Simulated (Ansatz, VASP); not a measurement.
**MgCd3O4: VASP beside Ansatz**

Contents of INCAR:

```
SYSTEM = MgCd3O4
  ALGO = Normal
  EDIFF = 1E-7
  ENCUT = 520
  GGA = PE
  ISIF = 2
  ISMEAR = 0
  ISPIN = 2
  LASPH = .TRUE.
  LCHARG = .FALSE.
  LORBIT = 11
  LREAL = .FALSE.
  LWAVE = .FALSE.
  MAGMOM = 0 0 0 0 1 1 1 1
  NBANDS = 45
  NELM = 150
  PREC = Accurate
  SIGMA = 0.1
```

KPOINTS

```
k-points
0
G
  6 6 2
  0 0 0
```

POSCAR

```
MgCd3O4
1.0
    3.5378538500      0.0000000000      0.0000000000
    0.0000000000      3.5378538500      0.0000000000
    0.0000000000      0.0000000000     10.0065617800
Mg Cd O
1 3 4
Direct
    0.5000000000      0.5000000000      0.5000000000
    0.0000000000      0.0000000000      0.7500000000
    0.5000000000      0.5000000000      0.0000000000
    0.0000000000      0.0000000000      0.2500000000
    0.0000000000      0.0000000000      0.0000000000
    0.5000000000      0.5000000000      0.2500000000
    0.0000000000      0.0000000000      0.5000000000
    0.5000000000      0.5000000000      0.7500000000
```

Input for Ansatz:

```yaml
crystal:
  lattice:
    - [3.53785385, 0.0, 0.0]
    - [0.0, 3.53785385, 0.0]
    - [0.0, 0.0, 10.00656178]
  atoms:
    - { symbol: Mg, position: [0.5, 0.5, 0.5] }
    - { symbol: Cd, position: [0.0, 0.0, 0.75] }
    - { symbol: Cd, position: [0.5, 0.5, 0.0] }
    - { symbol: Cd, position: [0.0, 0.0, 0.25] }
    - { symbol: O, position: [0.0, 0.0, 0.0], spin: 1.0 }
    - { symbol: O, position: [0.5, 0.5, 0.25], spin: 1.0 }
    - { symbol: O, position: [0.0, 0.0, 0.5], spin: 1.0 }
    - { symbol: O, position: [0.5, 0.5, 0.75], spin: 1.0 }
basis:
  ecutwfc: 420
kpoints:
  mp_grid: { grid: [6, 6, 2] }
hamiltonian:
  xc: pbe
scf:
  occupations: { method: gaussian, width: 0.1 }
  lower_state_search: "off"
output:
  forces: true
  stress: true
  eigenvalues: true
  populations: true
magnetization:
  spin_polarized: true
```

Alike in both runs: task single point; functional PBE; k mesh 6 × 6 × 2; occupations gaussian, width 0.1 eV; collinear spin.

|  | VASP | Ansatz |
| --- | --- | --- |
| version | VASP 6.6.1 | Ansatz 0.2.0 |
| potentials or method | VASP PAW PBE potentials, release 64 (Mg, Cd, O), cutoff 520 eV | scalar-relativistic, plane waves, PAW |
| valence electrons in the cell | 62 | 94 |

```csv
,VASP,Ansatz,Ansatz less VASP
gap on the k mesh at the Fermi level (eV),none,none,-
pressure (GPa),-16.0,-16.3,-0.35
rms of the force components (eV/Å),0.152,0.143,-0.0081
net moment per atom (μB),0.00,0.00,0.000
```

Atom by atom the forces differ by 0.008 eV/Å (rms over components). A gap of «none» marks a metal or a gap that the smearing closes. With one functional, cell and mesh, what is left measures potentials, basis and numerics. VASP's potentials hold 62 valence electrons a cell and Ansatz's 94, so a difference there can come from the potentials and not from the codes. Ansatz's warnings: seeded moment not kept.
